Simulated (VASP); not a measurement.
# Cu (Cmcm) in VASP: notebook

The runs below take Cu through single point, with PBEsol, r2SCAN.

Program: VASP 6.6.1. These are calculated values, not measurements. Logs are shortened: lines on timing, memory, paths and dates and some standing lists are left out, and cuts for length are marked.

## (1) The cell of the first run

Symmetry: Cmcm, No. 63, orthorhombic system. Conventional cell: a = 2.339 Å, b = 7.656 Å, c = 2.393 Å, α = 90.00°, β = 90.00°, γ = 90.00°. Within 3.1 Å of Cu (site symmetry m2m) lie 10 Cu at 2.34 to 2.45 Å.

## (2) Single point, PBEsol

File INCAR:

```
  PREC = Accurate
  ENCUT = 820
  EDIFF = 1E-6
  ISMEAR = -1
  SIGMA = 0.05
  LREAL = F
  LASPH = T
  NELM = 120
  ALGO = Normal
  ISIF = 2
  LWAVE = F
  LCHARG = F
  GGA = PS
  NBANDS = 26
  GGA_COMPAT = F
```

File KPOINTS:

```
Automatic mesh
0
Gamma
  11 11 11
```

File POSCAR:

```
Cu
1.0
    1.1696965196     -3.8281021240      0.0000000000
    1.1696965196      3.8281021240      0.0000000000
    0.0000000000      0.0000000000      2.3928577096
Cu
2
Direct
    0.8670952931      0.1329047069      0.7500000000
    0.1329047069      0.8670952931      0.2500000000
```

Potentials or basis: VASP PAW PBE potentials, release 64 (Cu_sv_GW).

The run is started by

```
$ cat potpaw_PBE.64/Cu_sv_GW/POTCAR > POTCAR
$ mpirun -np 1 vasp_std > vasp.out
```

OUTCAR:

```text
PREC = Accurate
   ENCUT = 820
   EDIFF = 1E-6
   ISMEAR = -1
   LREAL = F
   LASPH = T
   NELM = 120
   ISIF = 2
   GGA = PS

 ion  position               nearest neighbor table
   1  0.867  0.133  0.750-   2 2.36   2 2.36   2 2.45   2 2.45   2 2.45   2 2.45
   2  0.133  0.867  0.250-   1 2.36   1 2.36   1 2.45   1 2.45   1 2.45   1 2.45

  LATTYP: Found a base centered orthorhombic cell.
 ALAT       =     2.3393930392
 B/A-ratio  =     3.2727310545
 C/A-ratio  =     1.0228540777

  Lattice vectors:

 A1 = (   1.1696965196,  -3.8281021240,   0.0000000000)
 A2 = (   1.1696965196,   3.8281021240,   0.0000000000)
 A3 = (   0.0000000000,   0.0000000000,   2.3928577096)

Analysis of symmetry for initial positions (statically):
=====================================================================
 Subroutine PRICEL returns:
 Original cell was already a primitive cell.

 Routine SETGRP: Setting up the symmetry group for a
 base centered orthorhombic supercell.

 Subroutine GETGRP returns: Found  8 space group operations
 (whereof  4 operations were pure point group operations)
 out of a pool of  8 trial point group operations.

The static configuration has the point symmetry C_2h.
 The point group associated with its full space group is D_2h.

Analysis of symmetry for dynamics (positions and initial velocities):
=====================================================================
 Subroutine PRICEL returns:
 Original cell was already a primitive cell.

 Routine SETGRP: Setting up the symmetry group for a
 base centered orthorhombic supercell.

 Subroutine GETGRP returns: Found  8 space group operations
 (whereof  4 operations were pure point group operations)
 out of a pool of  8 trial point group operations.

The dynamic configuration has the point symmetry C_2h.
 The point group associated with its full space group is D_2h.

 Subroutine INISYM returns: Found  8 space group operations
 (whereof  4 operations are pure point group operations),
 and found     1 'primitive' translations

----------------------------------------------------------------------------------------

                                     Primitive cell

  volume of cell :      21.4291

  direct lattice vectors                    reciprocal lattice vectors
     1.169696520 -3.828102124  0.000000000     0.427461304 -0.130613025  0.000000000
     1.169696520  3.828102124  0.000000000     0.427461304  0.130613025  0.000000000
     0.000000000  0.000000000  2.392857710     0.000000000  0.000000000  0.417910349

  length of vectors
     4.002818484  4.002818484  2.392857710     0.446970837  0.446970837  0.417910349

  position of ions in fractional coordinates (direct lattice)
     0.867095293  0.132904707  0.750000000
     0.132904707  0.867095293  0.250000000

  ion indices of the primitive-cell ions
   primitive index   ion index
                 1           1
                 2           2

----------------------------------------------------------------------------------------

 KPOINTS: Automatic mesh

Automatic generation of k-mesh.
 Grid dimensions read from file:
 generate k-points for:   11   11   11

 Generating k-lattice:

  Cartesian coordinates                     Fractional coordinates (reciprocal lattice)
     0.038860119 -0.011873911  0.000000000     0.090909091 -0.000000000  0.000000000
     0.038860119  0.011873911  0.000000000    -0.000000000  0.090909091  0.000000000
     0.000000000  0.000000000  0.037991850     0.000000000  0.000000000  0.090909091

  Length of vectors
     0.040633712  0.040633712  0.037991850

  Shift w.r.t. Gamma in fractional coordinates (k-lattice)
     0.000000000  0.000000000  0.000000000

 Subroutine IBZKPT returns following result:
 ===========================================

 Found    216 irreducible k-points:

 Following reciprocal coordinates:
            Coordinates               Weight
  0.000000  0.000000  0.000000      1.000000
  0.090909  0.000000  0.000000      4.000000
  0.181818 -0.000000  0.000000      4.000000
  0.272727  0.000000  0.000000      4.000000
  0.363636  0.000000  0.000000      4.000000
  0.454545  0.000000  0.000000      4.000000
[... 16 lines left out ...]
 -0.272727  0.181818  0.000000      4.000000
 -0.181818  0.181818  0.000000      2.000000
 [... further k-points ...]
   k-points           NKPTS =    216   k-points in BZ     NKDIM =    216   number of bands    NBANDS=     26
   number of dos      NEDOS =    301   number of ions     NIONS =      2
   total plane-waves  NPLWV =  38400
   dimension x,y,z NGX =    40 NGY =   40 NGZ =   24
   dimension x,y,z NGXF=    80 NGYF=   80 NGZF=   48
   ions per type =               2
   NGX,Y,Z   is equivalent  to a cutoff of  16.61, 16.61, 16.67 a.u.
   NGXF,Y,Z  is equivalent  to a cutoff of  33.23, 33.23, 33.35 a.u.
 SYSTEM =  unknown system
   PREC   = accura    normal or accurate (medium, high low for compatibility)
   ISTART =      0    job   : 0-new  1-cont  2-samecut
   ICHARG =      2    charge: 1-file 2-atom 10-const
   ISPIN  =      1    spin polarized calculation?
   LNONCOLLINEAR =      F non collinear calculations
   LSORBIT =      F    spin-orbit coupling
   LASPH  =      T    aspherical Exc in radial PAW
   ENCUT  =  820.0 eV  60.27 Ry    7.76 a.u.   9.35  9.35  5.59*2*pi/ulx,y,z
   NELM   =    120;   NELMIN=  2; NELMDL= -5     # of ELM steps
   EDIFF  = 0.1E-05   stopping-criterion for ELM
   LREAL  =      F    real-space projection
   EDIFFG = 0.1E-04   stopping-criterion for IOM
   NSW    =      0    number of steps for IOM
   IBRION =     -1    ionic relax: 0-MD 1-quasi-New 2-CG
   NFREE  =      0    steps in history (QN), initial steepest desc. (CG)
   ISIF   =      2    stress and relaxation
   ISYM   =      2    0-nonsym 1-usesym 2-fastsym
   POTIM  = 0.5000    time-step for ionic-motion
   TEBEG  =    0.0;   TEEND  =   0.0 temperature during run
   PSTRESS=    0.0 pullay stress
   NELECT =      38.0000    total number of electrons
   NUPDOWN=      -1.0000    fix difference up-down
   EMIN   =  10.00;   EMAX   =-10.00  energy-range for DOS
   EFERMI =   0.00;   METHOD = LEGACY
   ISMEAR =    -1;   SIGMA  =   0.05  broadening in eV -4-tet -1-fermi 0-gaus
   EFERMI_NEDOS =   21; number of points for ismear=-14 and -15
   IALGO  =     38    algorithm
   IMIX   =      4    mixing-type and parameters
     AMIX     =   0.40;   BMIX     =  1.00
     AMIX_MAG =   1.60;   BMIX_MAG =  1.00
  volume/ion in A,a.u.               =      10.71        72.31
  Fermi-wavevector in a.u.,A,eV,Ry     =   1.981534  3.744556 53.422956  3.926477
  Thomas-Fermi vector in A             =   3.001613
   LORBIT       =      0    0 simple, 1 ext, 2 COOP (PROOUT), +10 PAW based schemes
   GGA     = PS    functional components
   LHFCALC =     F    Hartree Fock is set to
   AEXX    =    0.0000 exact exchange contribution
   IVDW    =     0    specifies the selected vdW correction
   LEPSILON=     F    determine dielectric tensor
   LRPA    =     F    only Hartree local field effects (RPA)
 non-spin polarized calculation
  energy-cutoff  :      820.00
  volume of cell :       21.43
 maximum number of plane-waves:      1162
 NGX is ok and might be reduce to    40
   NGX = 19   NGY = 19   NGZ = 11

 number of electron      37.9999993 magnetization

 Free energy of the ion-electron system (eV)
  ---------------------------------------------------
  ext. energy  EPLUGINS =         0.00000000
  ---------------------------------------------------
  free energy    TOTEN  =        -8.32773816 eV

  energy without entropy =       -8.32437561  energy(sigma->0) =       -8.32605688

 E-fermi :   8.6635     XC(G=0): -14.1551

 val. band max:        8.6363729346   @ k =   0.4545   0.1818   0.0000
 cond. band min:       8.7335724639   @ k =   0.4545   0.0909   0.1818
 fundamental gap:      0.0971995294
 Fermi energy:         8.6634976278

 k-point     1 :       0.0000    0.0000    0.0000
  band No.  band energies     occupation
      1    -103.8923      2.00000
      2    -103.8602      2.00000
      3     -61.5144      2.00000
      4     -61.3754      2.00000
      5     -61.3229      2.00000
      6     -61.3183      2.00000
[... 18 lines left out ...]
     25      29.4890      0.00000
     26      32.2704      0.00000

 k-point     2 :       0.0909    0.0000    0.0000
  band No.  band energies     occupation
      1    -103.8904      2.00000
      2    -103.8595      2.00000
      3     -61.5108      2.00000
      4     -61.3735      2.00000
      5     -61.3324      2.00000
      6     -61.3182      2.00000
[... 18 lines left out ...]
     25      30.1940      0.00000
     26      33.9438      0.00000

 k-point     3 :       0.1818   -0.0000    0.0000
  band No.  band energies     occupation
      1    -103.8854      2.00000
      2    -103.8575      2.00000
      3     -61.5013      2.00000
      4     -61.3679      2.00000
      5     -61.3631      2.00000
      6     -61.3358      2.00000
[... 18 lines left out ...]
     25      30.4902      0.00000
     26      33.5146      0.00000

 k-point     4 :       0.2727    0.0000    0.0000
  band No.  band energies     occupation
      1    -103.8785      2.00000
      2    -103.8551      2.00000
      3     -61.4895      2.00000
      4     -61.4056      2.00000
      5     -61.3753      2.00000
      6     -61.3604      2.00000
[... 18 lines left out ...]
     25      30.8571      0.00000
     26      33.5280      0.00000
[... 496 lines left out ...]
      1    -103.8809      2.00000
      2    -103.8619      2.00000
      3     -61.4758      2.00000
      4     -61.3763      2.00000
      5     -61.3600      2.00000
      6     -61.3412      2.00000
[... 18 lines left out ...]
     25      30.8347      0.00000
     26      31.3160      0.00000

 k-point    23 :      -0.2727    0.1818    0.0000
  band No.  band energies     occupation
      1    -103.8867      2.00000
      2    -103.8630      2.00000
      3     -61.4892      2.00000
      4     -61.3668      2.00000
      5     -61.3504      2.00000
      6     -61.3246      2.00000
[... 18 lines left out ...]
     25      30.4637      0.00000
     26      31.5500      0.00000

 k-point    24 :      -0.1818    0.1818    0.0000
  band No.  band energies     occupation
      1    -103.8896      2.00000
      2    -103.8626      2.00000
      3     -61.4993      2.00000
      4     -61.3708      2.00000
      5     -61.3379      2.00000
      6     -61.3228      2.00000
[... 18 lines left out ...]
     25      31.5092      0.00000
     26      32.0635      0.00000

 [... further k-points ...]

------------------------ aborting loop because EDIFF is reached ----------------------------------------

  FORCE on cell =-STRESS in cart. coord.  units (eV):
  Direction    XX          YY          ZZ          XY          YZ          ZX
  --------------------------------------------------------------------------------------
  -------------------------------------------------------------------------------------
  Total        2.4381781      2.4286025      2.4305956      0.0000000      0.0000000      0.0000000
  in kB      182.2940217    181.5780877    181.7271059      0.0000000      0.0000000      0.0000000
  external PRESSURE =     181.8664051 kB  Pullay stress =       0.0000000 kB

 VOLUME and BASIS-vectors are now :
 -----------------------------------------------------------------------------
  energy-cutoff  :      820.00
  volume of cell :       21.43
      direct lattice vectors                 reciprocal lattice vectors
     1.169696520 -3.828102124  0.000000000     0.427461304 -0.130613025  0.000000000
     1.169696520  3.828102124  0.000000000     0.427461304  0.130613025  0.000000000
     0.000000000  0.000000000  2.392857710     0.000000000  0.000000000  0.417910349

 POSITION                                       TOTAL-FORCE (eV/Angst)
 -----------------------------------------------------------------------------------
      1.16970     -2.81056      1.79464         0.000000      0.004643     -0.000000
      1.16970      2.81056      0.59821         0.000000     -0.004643      0.000000
 -----------------------------------------------------------------------------------
    total drift:                                0.000000     -0.000000     -0.000000

  FREE ENERGIE OF THE ION-ELECTRON SYSTEM (eV)
  ---------------------------------------------------
  free  energy   TOTEN  =        -8.3277381568 eV

  energy  without entropy=       -8.3243756106  energy(sigma->0) =       -8.32605688
```

Run time: 8 min. Hardware: 1 thread of Intel Xeon 6975P-C (Granite Rapids), shared host; peak memory 0.37 GiB.

Results:

```
Free energy            : -8.3277 eV
Pressure               : 18.2 GPa
Largest force          : 0.005 eV/Å
Band gap on the k mesh : zero (bands 19 and 20 overlap by 5.65 eV)
```

Forces on the atoms (eV/Å):
```
Cu   0.000  0.005  0.000
Cu   0.000 -0.005  0.000
```

Caveat: the cell stands under pressure; the PAW data sets were made with another functional, which shifts forces and pressure a little.

## (3) Single point, r2SCAN

This run uses another cell than the first one, of 11.51 Å³/atom.

File POSCAR:

```
Cu
1.0
    1.2019959458     -3.9226365845      0.0000000000
    1.2019959458      3.9226365845      0.0000000000
    0.0000000000      0.0000000000      2.4420387800
Cu
2
Direct
    0.8661333500      0.1338666500      0.7500000000
    0.1338666500      0.8661333500      0.2500000000
```

File INCAR.step1:

```
ALGO = Normal
EDIFF = 1E-5
ENCUT = 900
GGA = PE
GGA_COMPAT = False
ISMEAR = -1
LASPH = True
LCHARG = False
LREAL = False
LWAVE = True
NBANDS = 26
NELM = 120
PREC = Accurate
SIGMA = 0.05
```

File INCAR.step2:

```
ALGO = Normal
EDIFF = 1E-6
ENCUT = 900
GGA_COMPAT = False
ISIF = 2
ISMEAR = -1
ISTART = 1
LASPH = True
LCHARG = True
LELF = True
LMIXTAU = True
LREAL = False
LVHAR = True
LWAVE = False
METAGGA = R2SCAN
NBANDS = 26
NELM = 120
PREC = Accurate
SIGMA = 0.05
```

File KPOINTS:

```
k-points
0
Gamma
  11 11 11
```

Potentials or basis: VASP PAW PBE potentials, release 64 (Cu_sv_GW).

The run is started by

```
$ cat potpaw_PBE.64/Cu_sv_GW/POTCAR > POTCAR
$ cp INCAR.step1 INCAR
$ mpirun -np 1 vasp_std > vasp.out
$ cp INCAR.step2 INCAR
$ mpirun -np 1 vasp_std > vasp.out
```

Run time: 29 min. Hardware: 1 thread of Intel Xeon 6975P-C (Granite Rapids), shared host; peak memory 0.42 GiB.

Results (log left out):

```
Free energy            : -21.4889 eV
Pressure               : 6.2 GPa
Largest force          : 0.061 eV/Å
Band gap on the k mesh : zero (bands 19 and 20 overlap by 5.78 eV)
```

Forces in eV/Å, atoms in the order of the input:
```
Cu   0.000 -0.061  0.000
Cu   0.000  0.061  0.000
```

Stress tensor (GPa, compression positive):
```
5.89 0.00 0.00
0.00 5.75 0.00
0.00 0.00 6.92
```

Levels at points of the mesh, in eV from the Fermi level:
```csv
k point,band 15,band 16,band 17,band 18,band 19,band 20,band 21,band 22,band 23,band 24
"(0.00, 0.00, 0.00)",-2.52,-2.18,-1.98,-1.83,-1.52,-0.20,5.29,15.81,19.71,20.63
```

Caveat: the cell stands under pressure; the PAW data sets were made with another functional, which shifts forces and pressure a little.

The gap in the log of VASP goes by the Fermi energy; the results here count the filled bands.